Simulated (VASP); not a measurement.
A run of VASP 6.6.1 is set up as follows.

File INCAR:

```
SYSTEM = In3Se
PREC = Accurate ; ENCUT = 520
EDIFF = 1E-7 ; ISMEAR = 0
SIGMA = 0.15 ; LREAL = .False.
LASPH = .True. ; NELM = 100
ALGO = Normal ; ISIF = 2
LWAVE = .False. ; LCHARG = .True.
GGA = PE ; IVDW = 12
LELF = .True. ; LVHAR = .True.
NBANDS = 30
```

The input KPOINTS:

```
Automatic mesh
0
Gamma
  10 10 10
  0 0 0
```

Contents of POSCAR:

```
In3Se
1.0
    4.5598699727      0.0000000000      0.0000000000
    0.0000000000      4.7008968791      0.0000000000
    0.0000000000      0.0000000000      4.7008968791
In Se
3 1
Direct
    0.0000000000      0.5000000000      0.5000000000
    0.5000000000      0.0000000000      0.5000000000
    0.5000000000      0.5000000000      0.0000000000
    0.0000000000      0.0000000000      0.0000000000
```

Potentials or basis: VASP PAW PBE potentials, release 64 (In_d, Se).

The run is started by

```sh
$ cat potpaw_PBE.64/In_d/POTCAR potpaw_PBE.64/Se/POTCAR > POTCAR
$ mpirun -np 1 vasp_std > vasp.out
```

(1) What does it give for the dispersion energy per atom?

(2) Predict the pressure.

Answers

(1) -0.351 eV.

(2) 1.3 GPa.

Caveat: the cell differs from its parent crystal (strain -0.0300 x Voigt [1, 0, 0, 0, 0, 0]); pairwise dispersion overbinds metals, which lowers pressure and volume.
